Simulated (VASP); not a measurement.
# SnH (P6_3/mmc) in VASP: further runs

Runs on SnH. Level: PBE. Tasks: single point, relaxation of cell and atoms.

Everything below comes from runs of VASP 6.6.1. Logs are shortened: lines on timing, memory, paths and dates and some standing lists are left out, and cuts for length are marked.

### 1 The cell of the first run

Symmetry: P6_3/mmc, No. 194, hexagonal system. Conventional cell: a = 3.466 Å, b = 3.466 Å, c = 5.936 Å, α = 90.00°, β = 90.00°, γ = 120.00°. Within 3.3 Å of Sn (site symmetry -6m2) lie 6 H at 2.49 Å. H (site symmetry -3m) has 6 Sn at 2.49 Å and 2 H at 2.97 Å within 3.3 Å.

The cell was generated, and may not be a known phase.

### 2 Single point, PBE

File INCAR:

```
  PREC = Accurate
  ENCUT = 520
  EDIFF = 1E-7
  ISMEAR = 0
  SIGMA = 0.1
  LREAL = F
  LASPH = T
  NELM = 100
  ALGO = Normal
  ISIF = 2
  LWAVE = F
  LCHARG = F
  GGA = PE
  NBANDS = 23
```

File KPOINTS:

```
Automatic mesh
0
Gamma
  18 18 8
```

File POSCAR:

```
SnH
1.0
    3.4663345974      0.0000000000      0.0000000000
   -1.7331672987      3.0019338194      0.0000000000
    0.0000000000      0.0000000000      5.9356681204
Sn H
2 2
Direct
    0.3333333333      0.6666666667      0.2500000000
    0.6666666667      0.3333333333      0.7500000000
    0.0000000000      0.0000000000      0.0000000000
    0.0000000000      0.0000000000      0.5000000000
```

Potentials or basis: VASP PAW PBE potentials, release 64 (Sn_d, H).

Run with:

```bash
$ cat potpaw_PBE.64/Sn_d/POTCAR potpaw_PBE.64/H/POTCAR > POTCAR
$ mpirun -np 1 vasp_std > vasp.out
```

OUTCAR:

```text
PREC = Accurate
   ENCUT = 520
   EDIFF = 1E-7
   ISMEAR = 0
   LREAL = F
   LASPH = T
   NELM = 100
   ISIF = 2
   GGA = PE

 ion  position               nearest neighbor table
   1  0.333  0.667  0.250-   2 3.58   2 3.58   2 3.58   2 3.58   2 3.58   2 3.58
   2  0.667  0.333  0.750-   1 3.58   1 3.58   1 3.58   1 3.58   1 3.58   1 3.58
   3  0.000  0.000  0.000-
   4  0.000  0.000  0.500-

  LATTYP: Found a hexagonal cell.
 ALAT       =     3.4663345974
 C/A-ratio  =     1.7123759850

  Lattice vectors:

 A1 = (   3.4663345974,   0.0000000000,   0.0000000000)
 A2 = (  -1.7331672987,   3.0019338194,   0.0000000000)
 A3 = (   0.0000000000,   0.0000000000,   5.9356681204)

Analysis of symmetry for initial positions (statically):
=====================================================================
 Subroutine PRICEL returns:
 Original cell was already a primitive cell.

 Routine SETGRP: Setting up the symmetry group for a
 hexagonal supercell.

 Subroutine GETGRP returns: Found 24 space group operations
 (whereof 12 operations were pure point group operations)
 out of a pool of 24 trial point group operations.

The static configuration has the point symmetry D_3d.
 The point group associated with its full space group is D_6h.

Analysis of symmetry for dynamics (positions and initial velocities):
=====================================================================
 Subroutine PRICEL returns:
 Original cell was already a primitive cell.

 Routine SETGRP: Setting up the symmetry group for a
 hexagonal supercell.

 Subroutine GETGRP returns: Found 24 space group operations
 (whereof 12 operations were pure point group operations)
 out of a pool of 24 trial point group operations.

The dynamic configuration has the point symmetry D_3d.
 The point group associated with its full space group is D_6h.

 Subroutine INISYM returns: Found 24 space group operations
 (whereof 12 operations are pure point group operations),
 and found     1 'primitive' translations

----------------------------------------------------------------------------------------

                                     Primitive cell

  volume of cell :      61.7648

  direct lattice vectors                    reciprocal lattice vectors
     3.466334597  0.000000000  0.000000000     0.288489173  0.166559301  0.000000000
    -1.733167299  3.001933819  0.000000000     0.000000000  0.333118603  0.000000000
     0.000000000  0.000000000  5.935668120     0.000000000  0.000000000  0.168473031

  length of vectors
     3.466334597  3.466334597  5.935668120     0.333118603  0.333118603  0.168473031

  position of ions in fractional coordinates (direct lattice)
     0.333333333  0.666666667  0.250000000
     0.666666667  0.333333333  0.750000000
     0.000000000  0.000000000  0.000000000
     0.000000000  0.000000000  0.500000000

  ion indices of the primitive-cell ions
   primitive index   ion index
                 1           1
                 2           2
                 3           3
                 4           4

----------------------------------------------------------------------------------------

 KPOINTS: Automatic mesh

Automatic generation of k-mesh.
 Grid dimensions read from file:
 generate k-points for:   18   18    8

 Generating k-lattice:

  Cartesian coordinates                     Fractional coordinates (reciprocal lattice)
     0.016027176  0.009253295  0.000000000     0.055555556 -0.000000000  0.000000000
     0.000000000  0.018506589  0.000000000     0.000000000  0.055555556  0.000000000
     0.000000000  0.000000000  0.021059129     0.000000000  0.000000000  0.125000000

  Length of vectors
     0.018506589  0.018506589  0.021059129

  Shift w.r.t. Gamma in fractional coordinates (k-lattice)
     0.000000000  0.000000000  0.000000000

 Subroutine IBZKPT returns following result:
 ===========================================

 Found    185 irreducible k-points:

 Following reciprocal coordinates:
            Coordinates               Weight
  0.000000  0.000000  0.000000      1.000000
  0.055556  0.000000  0.000000      6.000000
  0.111111  0.000000  0.000000      6.000000
  0.166667  0.000000  0.000000      6.000000
  0.222222  0.000000  0.000000      6.000000
  0.277778  0.000000  0.000000      6.000000
[... 16 lines left out ...]
  0.333333  0.111111  0.000000     12.000000
  0.388889  0.111111  0.000000     12.000000
 [... further k-points ...]
   k-points           NKPTS =    185   k-points in BZ     NKDIM =    185   number of bands    NBANDS=     23
   number of dos      NEDOS =    301   number of ions     NIONS =      4
   total plane-waves  NPLWV =  37632
   dimension x,y,z NGX =    28 NGY =   28 NGZ =   48
   dimension x,y,z NGXF=    56 NGYF=   56 NGZF=   96
   ions per type =               2   2
   NGX,Y,Z   is equivalent  to a cutoff of  13.43, 13.43, 13.44 a.u.
   NGXF,Y,Z  is equivalent  to a cutoff of  26.86, 26.86, 26.89 a.u.
 SYSTEM =  unknown system
   PREC   = accura    normal or accurate (medium, high low for compatibility)
   ISTART =      0    job   : 0-new  1-cont  2-samecut
   ICHARG =      2    charge: 1-file 2-atom 10-const
   ISPIN  =      1    spin polarized calculation?
   LNONCOLLINEAR =      F non collinear calculations
   LSORBIT =      F    spin-orbit coupling
   LASPH  =      T    aspherical Exc in radial PAW
   ENCUT  =  520.0 eV  38.22 Ry    6.18 a.u.   6.45  6.45 11.04*2*pi/ulx,y,z
   NELM   =    100;   NELMIN=  2; NELMDL= -5     # of ELM steps
   EDIFF  = 0.1E-06   stopping-criterion for ELM
   LREAL  =      F    real-space projection
   EDIFFG = 0.1E-05   stopping-criterion for IOM
   NSW    =      0    number of steps for IOM
   IBRION =     -1    ionic relax: 0-MD 1-quasi-New 2-CG
   NFREE  =      0    steps in history (QN), initial steepest desc. (CG)
   ISIF   =      2    stress and relaxation
   ISYM   =      2    0-nonsym 1-usesym 2-fastsym
   POTIM  = 0.5000    time-step for ionic-motion
   TEBEG  =    0.0;   TEEND  =   0.0 temperature during run
   PSTRESS=    0.0 pullay stress
   NELECT =      30.0000    total number of electrons
   NUPDOWN=      -1.0000    fix difference up-down
   EMIN   =  10.00;   EMAX   =-10.00  energy-range for DOS
   EFERMI =   0.00;   METHOD = LEGACY
   ISMEAR =     0;   SIGMA  =   0.10  broadening in eV -4-tet -1-fermi 0-gaus
   EFERMI_NEDOS =   21; number of points for ismear=-14 and -15
   IALGO  =     38    algorithm
   IMIX   =      4    mixing-type and parameters
     AMIX     =   0.40;   BMIX     =  1.00
     AMIX_MAG =   1.60;   BMIX_MAG =  1.00
  volume/ion in A,a.u.               =      15.44       104.20
  Fermi-wavevector in a.u.,A,eV,Ry     =   1.286871  2.431833 22.531734  1.656036
  Thomas-Fermi vector in A             =   2.418919
   LORBIT       =      0    0 simple, 1 ext, 2 COOP (PROOUT), +10 PAW based schemes
   GGA     = PE    functional components
   LHFCALC =     F    Hartree Fock is set to
   AEXX    =    0.0000 exact exchange contribution
   IVDW    =     0    specifies the selected vdW correction
   LEPSILON=     F    determine dielectric tensor
   LRPA    =     F    only Hartree local field effects (RPA)
 non-spin polarized calculation
 Gauss-broadening in eV      SIGMA  =   0.10
  energy-cutoff  :      520.00
  volume of cell :       61.76
 maximum number of plane-waves:      1688
 NGX is ok and might be reduce to    28
   NGX = 13   NGY = 13   NGZ = 23

 number of electron      29.9999993 magnetization

 Free energy of the ion-electron system (eV)
  ---------------------------------------------------
  ext. energy  EPLUGINS =         0.00000000
  ---------------------------------------------------
  free energy    TOTEN  =       -12.32608417 eV

  energy without entropy =      -12.31802677  energy(sigma->0) =      -12.32205547

 E-fermi :   7.3733     XC(G=0): -10.3403

 val. band max:        7.3696706683   @ k =   0.2222   0.1667   0.3750
 cond. band min:       7.3761212691   @ k =   0.3889   0.1111   0.3750
 fundamental gap:      0.0064506008
 Fermi energy:         7.3733048773

 k-point     1 :       0.0000    0.0000    0.0000
  band No.  band energies     occupation
      1     -14.3205      2.00000
      2     -14.3075      2.00000
      3     -14.2829      2.00000
      4     -14.2829      2.00000
      5     -14.2761      2.00000
      6     -14.2761      2.00000
[... 15 lines left out ...]
     22      16.6833      0.00000
     23      17.8609      0.00000

 k-point     2 :       0.0556    0.0000    0.0000
  band No.  band energies     occupation
      1     -14.3190      2.00000
      2     -14.3061      2.00000
      3     -14.2829      2.00000
      4     -14.2796      2.00000
      5     -14.2761      2.00000
      6     -14.2729      2.00000
[... 15 lines left out ...]
     22      16.7414      0.00000
     23      17.8293      0.00000

 k-point     3 :       0.1111    0.0000    0.0000
  band No.  band energies     occupation
      1     -14.3159      2.00000
      2     -14.3034      2.00000
      3     -14.2818      2.00000
      4     -14.2750      2.00000
      5     -14.2701      2.00000
      6     -14.2637      2.00000
[... 15 lines left out ...]
     22      17.1786      0.00000
     23      17.3614      0.00000

 k-point     4 :       0.1667    0.0000    0.0000
  band No.  band energies     occupation
      1     -14.3162      2.00000
      2     -14.2986      2.00000
      3     -14.2811      2.00000
      4     -14.2692      2.00000
      5     -14.2677      2.00000
      6     -14.2637      2.00000
[... 15 lines left out ...]
     22      16.7077      0.00000
     23      17.2998      0.00000

 k-point     5 :       0.2222    0.0000    0.0000
  band No.  band energies     occupation
      1     -14.3218      2.00000
      2     -14.2928      2.00000
      3     -14.2796      2.00000
      4     -14.2794      2.00000
      5     -14.2686      2.00000
      6     -14.2542      2.00000
[... 15 lines left out ...]
     22      16.4256      0.00000
     23      17.0233      0.00000

 k-point     6 :       0.2778    0.0000    0.0000
  band No.  band energies     occupation
      1     -14.3296      2.00000
      2     -14.2929      2.00000
      3     -14.2910      2.00000
      4     -14.2736      2.00000
      5     -14.2713      2.00000
      6     -14.2403      2.00000
[... 15 lines left out ...]
     22      16.5013      0.00000
     23      16.7329      0.00000

 k-point     7 :       0.3333    0.0000    0.0000
  band No.  band energies     occupation
      1     -14.3373      2.00000
      2     -14.3027      2.00000
      3     -14.2959      2.00000
      4     -14.2782      2.00000
      5     -14.2607      2.00000
      6     -14.2480      2.00000
[... 353 lines left out ...]
     22      16.2161      0.00000
     23      17.1073      0.00000

 k-point    21 :       0.2222    0.1111    0.0000
  band No.  band energies     occupation
      1     -14.3170      2.00000
      2     -14.2929      2.00000
      3     -14.2818      2.00000
      4     -14.2808      2.00000
      5     -14.2780      2.00000
      6     -14.2503      2.00000
[... 15 lines left out ...]
     22      16.3119      0.00000
     23      17.7676      0.00000

 k-point    22 :       0.2778    0.1111    0.0000
  band No.  band energies     occupation
      1     -14.3240      2.00000
      2     -14.3048      2.00000
      3     -14.2836      2.00000
      4     -14.2808      2.00000
      5     -14.2683      2.00000
      6     -14.2466      2.00000
[... 15 lines left out ...]
     22      16.6191      0.00000
     23      17.9996      0.00000

 k-point    23 :       0.3333    0.1111    0.0000
  band No.  band energies     occupation
      1     -14.3298      2.00000
      2     -14.3147      2.00000
      3     -14.2860      2.00000
      4     -14.2824      2.00000
      5     -14.2564      2.00000
      6     -14.2528      2.00000
[... 15 lines left out ...]
     22      17.0993      0.00000
     23      17.9298      0.00000

 k-point    24 :       0.3889    0.1111    0.0000
  band No.  band energies     occupation
      1     -14.3336      2.00000
      2     -14.3212      2.00000
      3     -14.2876      2.00000
      4     -14.2830      2.00000
      5     -14.2572      2.00000
      6     -14.2481      2.00000
[... 15 lines left out ...]
     22      17.3989      0.00000
     23      17.8442      0.00000

 [... further k-points ...]

------------------------ aborting loop because EDIFF is reached ----------------------------------------

  FORCE on cell =-STRESS in cart. coord.  units (eV):
  Direction    XX          YY          ZZ          XY          YZ          ZX
  --------------------------------------------------------------------------------------
  -------------------------------------------------------------------------------------
  Total        0.0696769      0.0696769      0.0715536      0.0000000      0.0000000     -0.0000000
  in kB        1.8074155      1.8074155      1.8560982      0.0000000      0.0000000     -0.0000000
  external PRESSURE =       1.8236430 kB  Pullay stress =       0.0000000 kB

 VOLUME and BASIS-vectors are now :
 -----------------------------------------------------------------------------
  energy-cutoff  :      520.00
  volume of cell :       61.76
      direct lattice vectors                 reciprocal lattice vectors
     3.466334597  0.000000000  0.000000000     0.288489173  0.166559301  0.000000000
    -1.733167299  3.001933819  0.000000000     0.000000000  0.333118603  0.000000000
     0.000000000  0.000000000  5.935668120     0.000000000  0.000000000  0.168473031

 POSITION                                       TOTAL-FORCE (eV/Angst)
 -----------------------------------------------------------------------------------
     -0.00000      2.00129      1.48392         0.000000     -0.000000     -0.000000
      1.73317      1.00064      4.45175        -0.000000      0.000000      0.000000
      0.00000      0.00000      0.00000         0.000000      0.000000      0.000000
      0.00000      0.00000      2.96783         0.000000      0.000000      0.000000
 -----------------------------------------------------------------------------------
    total drift:                               -0.000000      0.000000      0.000000

  FREE ENERGIE OF THE ION-ELECTRON SYSTEM (eV)
  ---------------------------------------------------
  free  energy   TOTEN  =       -12.3260841705 eV

  energy  without entropy=      -12.3180267717  energy(sigma->0) =      -12.32205547
```

It took 10 min on 1 thread of Intel Xeon 8259CL, shared host; peak memory 0.35 GiB.

What came out:

- Free energy: -12.3261 eV
- Pressure: 0.2 GPa
- Band gap on the k mesh: zero (bands 15 and 16 overlap by 7.97 eV)

Levels at points of the mesh, in eV from the Fermi level:
| k point | band 13 | band 14 | band 15 | band 16 | band 17 | band 18 |
| --- | --- | --- | --- | --- | --- | --- |
| (0.00, 0.00, 0.00) | -6.76 | 1.83 | 5.09 | 5.17 | 5.17 | 5.38 |
| (0.50, 0.00, 0.00) | -3.58 | -3.54 | -2.22 | -1.20 | 1.59 | 2.19 |
| (0.00, 0.00, 0.50) | -1.87 | -1.87 | 4.36 | 4.36 | 5.75 | 5.75 |
| (0.50, 0.00, 0.50) | -5.47 | -5.47 | 1.21 | 1.21 | 2.50 | 2.50 |

Caveat: spin-orbit coupling is left out, which moves the levels of the heavy elements.

### 3 Relaxation of cell and atoms, PBE

This run uses another cell than the first one, of 15.21 Å³/atom.

File INCAR:

```
PREC = Accurate
ENCUT = 600
EDIFF = 1E-6
ISMEAR = 0
SIGMA = 0.1
LREAL = False
LASPH = True
NELM = 100
ALGO = Normal
ISIF = 3
LWAVE = False
LCHARG = False
GGA = PE
IBRION = 2
NSW = 100
EDIFFG = -0.01
```

File KPOINTS:

```
regular mesh
0
Gamma
  18 18 8
```

File POSCAR:

```
SnH
1.0
    3.4533254350      0.0000000000      0.0000000000
   -1.7266627175      2.9906675543      0.0000000000
    0.0000000000      0.0000000000      5.8924918729
Sn H
2 2
Direct
    0.3333333333      0.6666666667      0.2500000000
    0.6666666667      0.3333333333      0.7500000000
    0.0000000000      0.0000000000      0.0000000000
    0.0000000000      0.0000000000      0.5000000000
```

Potentials or basis: VASP PAW PBE potentials, release 64 (Sn_d, H).

Run with:

```bash
$ cat potpaw_PBE.64/Sn_d/POTCAR potpaw_PBE.64/H/POTCAR > POTCAR
$ mpirun -np 1 vasp_std > vasp.out
```

OUTCAR:

```text
PREC = Accurate
   ENCUT = 600
   EDIFF = 1E-6
   ISMEAR = 0
   LREAL = False
   LASPH = True
   NELM = 100
   ISIF = 3
   GGA = PE
   IBRION = 2
   NSW = 100
   EDIFFG = -0.01

 ion  position               nearest neighbor table
   1  0.333  0.667  0.250-   2 3.56   2 3.56   2 3.56   2 3.56   2 3.56   2 3.56
   2  0.667  0.333  0.750-   1 3.56   1 3.56   1 3.56   1 3.56   1 3.56   1 3.56
   3  0.000  0.000  0.000-
   4  0.000  0.000  0.500-

  LATTYP: Found a hexagonal cell.
 ALAT       =     3.4533254350
 C/A-ratio  =     1.7063239431

  Lattice vectors:

 A1 = (   3.4533254350,   0.0000000000,   0.0000000000)
 A2 = (  -1.7266627175,   2.9906675543,   0.0000000000)
 A3 = (   0.0000000000,   0.0000000000,   5.8924918729)
[... 339 lines left out ...]
  ext. energy  EPLUGINS =         0.00000000
  ---------------------------------------------------
  free energy    TOTEN  =       -12.32644574 eV

  energy without entropy =      -12.31845698  energy(sigma->0) =      -12.32245136

 E-fermi :   7.3664     XC(G=0): -10.3385

 val. band max:        7.3649363536   @ k =   0.2222   0.1667   0.3750
 cond. band min:       7.3744872655   @ k =   0.3889   0.1111   0.3750
 fundamental gap:      0.0095509119
 Fermi energy:         7.3663704164

 k-point     1 :       0.0000    0.0000    0.0000
  band No.  band energies     occupation
      1     -14.3236      2.00000
      2     -14.3110      2.00000
      3     -14.2866      2.00000
      4     -14.2866      2.00000
      5     -14.2798      2.00000
      6     -14.2798      2.00000
[... 505 lines left out ...]
      6     -14.2523      2.00000
[... 11 lines left out ...]
     18      10.7421      0.00000
     19      10.8157      0.00000

 [... further k-points ...]

------------------------ aborting loop because EDIFF is reached ----------------------------------------

  FORCE on cell =-STRESS in cart. coord.  units (eV):
  Direction    XX          YY          ZZ          XY          YZ          ZX
  --------------------------------------------------------------------------------------
  -------------------------------------------------------------------------------------
  Total       -0.0330813     -0.0330813      0.0117478     -0.0000000      0.0000000      0.0000000
  in kB       -0.8577235     -0.8577235      0.3045936     -0.0000000      0.0000000      0.0000000
  external PRESSURE =      -0.4702845 kB  Pullay stress =       0.0000000 kB
[... 19 lines left out ...]
  FREE ENERGIE OF THE ION-ELECTRON SYSTEM (eV)
  ---------------------------------------------------
  free  energy   TOTEN  =       -12.3264457405 eV

  energy  without entropy=      -12.3184569832  energy(sigma->0) =      -12.32245136

 reached required accuracy - stopping structural energy minimisation
```

Wall time 22 min (1 thread of Intel Xeon 8259CL, shared host); peak memory 0.37 GiB.

What came out:

```
Free energy                           : -12.3264 eV
Relaxed volume                        : 15.45 Å³/atom
Relaxed cell                          : a = 3.470 Å, b = 3.470 Å, c = 5.927 Å, α = 90.00°, β = 90.00°, γ = 120.00°
Space group after relaxing (to 0.1 Å) : P6_3/mmc (No. 194)
Energy gained by relaxing             : 0.5 meV/atom
Ionic steps                           : 5
Pressure after relaxing               : 0.0 GPa
Band gap on the k mesh                : zero (bands 15 and 16 overlap by 7.95 eV)
```

Stress tensor (GPa, compression positive):
```
-0.09  0.00  0.00
 0.00 -0.09  0.00
 0.00  0.00  0.03
```

Step by step:
| step | energy change (eV) | largest force (eV/Å) | pressure (GPa) | volume (Å³) |
| --- | --- | --- | --- | --- |
| 1 | 0.0000 | 0.0000 | 0.79 | 60.86 |
| 2 | -0.0020 | 0.0000 | 0.21 | 61.52 |
| 3 | -0.0022 | 0.0000 | -0.09 | 61.86 |
| 4 | -0.0022 | 0.0000 | 0.03 | 61.76 |
| 5 | -0.0022 | 0.0000 | -0.05 | 61.79 |

Final structure:
```cif
data_structure
_symmetry_space_group_name_H-M 'P 1'
_symmetry_Int_Tables_number 1
_cell_length_a 3.4698
_cell_length_b 3.4698
_cell_length_c 5.9268
_cell_angle_alpha 90.000
_cell_angle_beta 90.000
_cell_angle_gamma 120.000
_cell_volume 61.79
loop_
_atom_site_label
_atom_site_type_symbol
_atom_site_fract_x
_atom_site_fract_y
_atom_site_fract_z
_atom_site_occupancy
Sn1 Sn 0.33333 0.66667 0.25000 1
Sn2 Sn 0.66667 0.33333 0.75000 1
H1 H 0.00000 0.00000 0.00000 1
H2 H 0.00000 0.00000 0.50000 1
```

Caveat: spin-orbit coupling is left out, which moves the levels of the heavy elements.
